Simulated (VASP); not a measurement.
# SnO in VASP: single point with PBE+D3(BJ)

Aim: the single point of SnO with PBE+D3(BJ).

All numbers are computed with VASP 6.6.1; they aren't measurements. Logs are shortened: lines on timing, memory, paths and dates and some standing lists are left out, and cuts for length are marked.

## 1. The cell of the first run

The cell holds a slab with vacuum, 8 atoms: a = 3.820 Å, b = 3.820 Å, c = 22.226 Å, α = 90.00°, β = 90.00°, γ = 90.00°.

## 2. Single point, PBE+D3(BJ)

Input file INCAR:

```
ALGO = Normal
DIPOL = 0.5 0.5 0.394
EDIFF = 1E-7
ENCUT = 520
GGA = PE
IDIPOL = 3
ISIF = 2
ISMEAR = 0
IVDW = 12
LASPH = T
LCHARG = F
LDIPOL = T
LREAL = F
LWAVE = F
NBANDS = 50
NELM = 80
PREC = Accurate
SIGMA = 0.05
```

Input file KPOINTS:

```
k-points
0
Gamma
  7 7 1
```

Input file POSCAR:

```
SnO
1.0
    3.8201526160      0.0002954389      0.0000000000
   -0.0003145156      3.8201526145      0.0000000000
    0.0000000000      0.0000000000     22.2260756252
Sn O
4 4
Direct
    0.9999453016      0.9999453016      0.2024648920
    0.4999453016      0.4999453016      0.3087831576
    0.6249453016      0.9999453016      0.4797535108
    0.1249453016      0.4999453016      0.5860717765
    0.9999461184      0.4999461184      0.2556240248
    0.4999461184      0.9999461184      0.2556240248
    0.6249461184      0.4999461184      0.5329126436
    0.1249461184      0.9999461184      0.5329126436
```

Potentials or basis: VASP PAW PBE potentials, release 64 (Sn_d, O).

On the command line:

```console
> cat potpaw_PBE.64/Sn_d/POTCAR potpaw_PBE.64/O/POTCAR > POTCAR
> mpirun -np 1 vasp_std > vasp.out
```

OUTCAR:

```text
EDIFF = 1E-7
   ENCUT = 520
   GGA = PE
   ISIF = 2
   ISMEAR = 0
   IVDW = 12
   LASPH = T
   LREAL = F
   NELM = 80
   PREC = Accurate
 IVDW          = 12

 ion  position               nearest neighbor table
   1  1.000  1.000  0.202-   6 2.25   5 2.25   6 2.25   5 2.25   2 3.59   2 3.59   2 3.59   2 3.59

   2  0.500  0.500  0.309-   5 2.25   6 2.25   5 2.25   6 2.25   1 3.59   1 3.59   1 3.59   1 3.59

   3  0.625  1.000  0.480-   8 2.25   7 2.25   8 2.25   7 2.25   4 3.59   4 3.59   4 3.59   4 3.59

   4  0.125  0.500  0.586-   7 2.25   8 2.25   7 2.25   8 2.25   3 3.59   3 3.59   3 3.59   3 3.59

   5  1.000  0.500  0.256-   2 2.25   1 2.25   2 2.25   1 2.25
   6  0.500  1.000  0.256-   1 2.25   2 2.25   1 2.25   2 2.25
   7  0.625  0.500  0.533-   3 2.25   4 2.25   3 2.25   4 2.25
   8  0.125  1.000  0.533-   3 2.25   4 2.25   3 2.25   4 2.25

  LATTYP: Found a simple tetragonal cell.
 ALAT       =     3.8201526274
 C/A-ratio  =     5.8181119429

  Lattice vectors:

 A1 = (   3.8201526160,   0.0002954389,   0.0000000000)
 A2 = (  -0.0003145156,   3.8201526145,   0.0000000000)
 A3 = (   0.0000000000,   0.0000000000,  22.2260756252)

Analysis of symmetry for initial positions (statically):
=====================================================================
 Subroutine PRICEL returns:
 Original cell was already a primitive cell.

 Routine SETGRP: Setting up the symmetry group for a
 simple tetragonal supercell.

 Subroutine GETGRP returns: Found  4 space group operations
 (whereof  1 operations were pure point group operations)
 out of a pool of 16 trial point group operations.

The static configuration has the point symmetry C_1 .
 The point group associated with its full space group is C_2h.

Analysis of symmetry for dynamics (positions and initial velocities):
=====================================================================
 Subroutine PRICEL returns:
 Original cell was already a primitive cell.

 Routine SETGRP: Setting up the symmetry group for a
 simple tetragonal supercell.

 Subroutine GETGRP returns: Found  4 space group operations
 (whereof  1 operations were pure point group operations)
 out of a pool of 16 trial point group operations.

The dynamic configuration has the point symmetry C_1 .
 The point group associated with its full space group is C_2h.

 Subroutine INISYM returns: Found  4 space group operations
 (whereof  1 operations are pure point group operations),
 and found     1 'primitive' translations

----------------------------------------------------------------------------------------

                                     Primitive cell

  volume of cell :     324.3577

  direct lattice vectors                    reciprocal lattice vectors
     3.820152616  0.000295439  0.000000000     0.261769645  0.000021552  0.000000000
    -0.000314516  3.820152614  0.000000000    -0.000020244  0.261769645  0.000000000
     0.000000000  0.000000000 22.226075625     0.000000000  0.000000000  0.044992198

  length of vectors
     3.820152627  3.820152627 22.226075625     0.261769646  0.261769646  0.044992198

  position of ions in fractional coordinates (direct lattice)
     0.999945302  0.999945302  0.202464892
     0.499945302  0.499945302  0.308783158
     0.624945302  0.999945302  0.479753511
     0.124945302  0.499945302  0.586071776
     0.999946118  0.499946118  0.255624025
     0.499946118  0.999946118  0.255624025
     0.624946118  0.499946118  0.532912644
     0.124946118  0.999946118  0.532912644

  ion indices of the primitive-cell ions
   primitive index   ion index
                 1           1
                 2           2
                 3           3
                 4           4
                 5           5
                 6           6
                 7           7
                 8           8

----------------------------------------------------------------------------------------

 KPOINTS: k-points

Automatic generation of k-mesh.
 Grid dimensions read from file:
 generate k-points for:    7    7    1

 Generating k-lattice:

  Cartesian coordinates                     Fractional coordinates (reciprocal lattice)
     0.037395664  0.000003079  0.000000000     0.142857143 -0.000000000  0.000000000
    -0.000002892  0.037395664  0.000000000     0.000000000  0.142857143  0.000000000
     0.000000000  0.000000000  0.044992198     0.000000000  0.000000000  1.000000000

  Length of vectors
     0.037395664  0.037395664  0.044992198

  Shift w.r.t. Gamma in fractional coordinates (k-lattice)
     0.000000000  0.000000000  0.000000000

 Subroutine IBZKPT returns following result:
 ===========================================

 Found     16 irreducible k-points:

 Following reciprocal coordinates:
            Coordinates               Weight
  0.000000  0.000000  0.000000      1.000000
  0.142857  0.000000  0.000000      2.000000
 -0.000000  0.142857  0.000000      2.000000
  0.285714  0.000000  0.000000      2.000000
  0.000000  0.285714  0.000000      2.000000
  0.428571  0.000000  0.000000      2.000000
[... 8 lines left out ...]
 -0.285714  0.428571  0.000000      4.000000
  0.428571  0.428571  0.000000      4.000000
   k-points           NKPTS =     16   k-points in BZ     NKDIM =     16   number of bands    NBANDS=     50
   number of dos      NEDOS =    301   number of ions     NIONS =      8
   total plane-waves  NPLWV = 131712
   dimension x,y,z NGX =    28 NGY =   28 NGZ =  168
   dimension x,y,z NGXF=    56 NGYF=   56 NGZF=  336
   ions per type =               4   4
   NGX,Y,Z   is equivalent  to a cutoff of  12.19, 12.19, 12.57 a.u.
   NGXF,Y,Z  is equivalent  to a cutoff of  24.37, 24.37, 25.13 a.u.
 SYSTEM =  unknown system
   PREC   = accura    normal or accurate (medium, high low for compatibility)
   ISTART =      0    job   : 0-new  1-cont  2-samecut
   ICHARG =      2    charge: 1-file 2-atom 10-const
   ISPIN  =      1    spin polarized calculation?
   LNONCOLLINEAR =      F non collinear calculations
   LSORBIT =      F    spin-orbit coupling
   LASPH  =      T    aspherical Exc in radial PAW
   ENCUT  =  520.0 eV  38.22 Ry    6.18 a.u.   7.10  7.10 41.33*2*pi/ulx,y,z
   NELM   =     80;   NELMIN=  2; NELMDL= -5     # of ELM steps
   EDIFF  = 0.1E-06   stopping-criterion for ELM
   LREAL  =      F    real-space projection
   EDIFFG = 0.1E-05   stopping-criterion for IOM
   NSW    =      0    number of steps for IOM
   IBRION =     -1    ionic relax: 0-MD 1-quasi-New 2-CG
   NFREE  =      0    steps in history (QN), initial steepest desc. (CG)
   ISIF   =      2    stress and relaxation
   ISYM   =      2    0-nonsym 1-usesym 2-fastsym
   POTIM  = 0.5000    time-step for ionic-motion
   TEBEG  =    0.0;   TEEND  =   0.0 temperature during run
   PSTRESS=    0.0 pullay stress
   NELECT =      80.0000    total number of electrons
   NUPDOWN=      -1.0000    fix difference up-down
   EMIN   =  10.00;   EMAX   =-10.00  energy-range for DOS
   EFERMI =   0.00;   METHOD = LEGACY
   ISMEAR =     0;   SIGMA  =   0.05  broadening in eV -4-tet -1-fermi 0-gaus
   EFERMI_NEDOS =   21; number of points for ismear=-14 and -15
   IALGO  =     38    algorithm
   IMIX   =      4    mixing-type and parameters
     AMIX     =   0.40;   BMIX     =  1.00
     AMIX_MAG =   1.60;   BMIX_MAG =  1.00
  volume/ion in A,a.u.               =      40.54       273.61
  Fermi-wavevector in a.u.,A,eV,Ry     =   1.026668  1.940121 14.341187  1.054047
  Thomas-Fermi vector in A             =   2.160573
   LORBIT       =      0    0 simple, 1 ext, 2 COOP (PROOUT), +10 PAW based schemes
   GGA     = PE    functional components
   LHFCALC =     F    Hartree Fock is set to
   AEXX    =    0.0000 exact exchange contribution
   IVDW    =    12    specifies the selected vdW correction
   LEPSILON=     F    determine dielectric tensor
   LRPA    =     F    only Hartree local field effects (RPA)
 non-spin polarized calculation
 Gauss-broadening in eV      SIGMA  =   0.05
  energy-cutoff  :      520.00
  volume of cell :      324.36
 maximum number of plane-waves:      8769
   NGX = 15   NGY = 15   NGZ = 83

 dipolmoment           0.000000      0.000000      0.000164 electrons x Angstroem

 number of electron      79.9999970 magnetization

 dipolmoment           0.000000      0.000000     -0.000001 electrons x Angstroem

 Free energy of the ion-electron system (eV)
  ---------------------------------------------------
  ext. energy  EPLUGINS =         0.00000000
  ---------------------------------------------------
  free energy    TOTEN  =       -45.17040157 eV

  energy without entropy =      -45.17040157  energy(sigma->0) =      -45.17040157

 E-fermi :   0.1765     XC(G=0):  -5.2724

 val. band max:       -0.0892438414   @ k =   0.1429   0.0000   0.0000
 cond. band min:       2.1292582034   @ k =   0.4286   0.0000   0.0000
 fundamental gap:      2.2185020448
 Fermi energy:         0.1765290145

 k-point     1 :       0.0000    0.0000    0.0000
  band No.  band energies     occupation
      1     -21.0565      2.00000
      2     -21.0565      2.00000
      3     -20.6961      2.00000
      4     -20.6961      2.00000
      5     -20.6590      2.00000
      6     -20.6589      2.00000
[... 42 lines left out ...]
     49       5.2294      0.00000
     50       5.2864      0.00000

 k-point     2 :       0.1429    0.0000    0.0000
  band No.  band energies     occupation
      1     -21.0476      2.00000
      2     -21.0475      2.00000
      3     -20.6968      2.00000
      4     -20.6965      2.00000
      5     -20.6606      2.00000
      6     -20.6588      2.00000
[... 42 lines left out ...]
     49       5.4527      0.00000
     50       5.4936      0.00000

 k-point     3 :      -0.0000    0.1429    0.0000
  band No.  band energies     occupation
      1     -21.0476      2.00000
      2     -21.0475      2.00000
      3     -20.6969      2.00000
      4     -20.6967      2.00000
      5     -20.6607      2.00000
      6     -20.6602      2.00000
[... 42 lines left out ...]
     49       5.4047      0.00000
     50       5.4410      0.00000

 k-point     4 :       0.2857    0.0000    0.0000
  band No.  band energies     occupation
      1     -21.0227      2.00000
      2     -21.0225      2.00000
      3     -20.7933      2.00000
      4     -20.7929      2.00000
      5     -20.6648      2.00000
      6     -20.6635      2.00000
[... 575 lines left out ...]
 k-point    15 :      -0.2857    0.4286    0.0000
  band No.  band energies     occupation
      1     -20.9917      2.00000
      2     -20.9912      2.00000
      3     -20.9496      2.00000
      4     -20.9491      2.00000
      5     -20.6612      2.00000
      6     -20.6612      2.00000
[... 42 lines left out ...]
     49       5.8854      0.00000
     50       6.1423      0.00000

 k-point    16 :       0.4286    0.4286    0.0000
  band No.  band energies     occupation
      1     -20.9976      2.00000
      2     -20.9970      2.00000
      3     -20.9837      2.00000
      4     -20.9831      2.00000
      5     -20.6632      2.00000
      6     -20.6631      2.00000
[... 42 lines left out ...]
     49       6.2237      0.00000
     50       6.4722      0.00000

------------------------ aborting loop because EDIFF is reached ----------------------------------------

 vacuum level on the upper side and lower side of the slab       (xc-potential included)        -0.121        -0.120

 Edisp (eV)   -1.27482

 E8    (eV) :    -0.5641

  FORCE on cell =-STRESS in cart. coord.  units (eV):
  Direction    XX          YY          ZZ          XY          YZ          ZX
  --------------------------------------------------------------------------------------
  -------------------------------------------------------------------------------------
  Total       0.20625     0.37022    -0.10272    -0.00001     0.00002     0.21245
  in kB       1.01877     1.82871    -0.50740    -0.00007     0.00008     1.04940
  external pressure =        0.78 kB  Pullay stress =        0.00 kB

 VOLUME and BASIS-vectors are now :
 -----------------------------------------------------------------------------
  energy-cutoff  :      520.00
  volume of cell :      324.36
      direct lattice vectors                 reciprocal lattice vectors
     3.820152616  0.000295439  0.000000000     0.261769645  0.000021552  0.000000000
    -0.000314516  3.820152614  0.000000000    -0.000020244  0.261769645  0.000000000
     0.000000000  0.000000000 22.226075625     0.000000000  0.000000000  0.044992198

 POSITION                                       TOTAL-FORCE (eV/Angst)
 -----------------------------------------------------------------------------------
      3.81963      3.82024      4.50000        -0.004148     -0.000000     -0.074086
      1.90971      1.91002      6.86304        -0.019082     -0.000001      0.111694
      2.38707      3.82013     10.66304         0.019082      0.000001     -0.111694
      0.47715      1.90990     13.02608         0.004148      0.000000      0.074086
      3.81979      1.91017      5.68152        -0.025426     -0.000002      0.014188
      1.90956      3.82009      5.68152         0.008529      0.000001      0.011033
      2.38723      1.91006     11.84456        -0.008529     -0.000001     -0.011033
      0.47700      3.81998     11.84456         0.025426      0.000002     -0.014188
 -----------------------------------------------------------------------------------
    total drift:                               -0.013975     -0.013978     -0.000056

  FREE ENERGIE OF THE ION-ELECTRON SYSTEM (eV)
  ---------------------------------------------------
  free  energy   TOTEN  =       -46.4452231863 eV

  energy  without entropy=      -46.4452231863  energy(sigma->0) =      -46.44522319

 vacuum level on the upper side and lower side of the slab         4.824         4.825
```

It took 13 min on 1 thread of Oxide Virtual Turin-like, shared host; peak memory 0.41 GiB.

What came out:

- Free energy: -46.4452 eV
- Largest force: 0.113 eV/Å
- Band gap on the k mesh: 2.22 eV, indirect (least direct gap 2.46 eV)
- Dispersion energy per atom: -0.159 eV

Forces in eV/Å, atoms in the order of the input:
```
Sn  -0.004  0.000 -0.074
Sn  -0.019  0.000  0.112
Sn   0.019  0.000 -0.112
Sn   0.004  0.000  0.074
O   -0.025  0.000  0.014
O    0.009  0.000  0.011
O   -0.009  0.000 -0.011
O    0.025  0.000 -0.014
```

Caveat: spin-orbit coupling is left out, which moves the levels of the heavy elements.
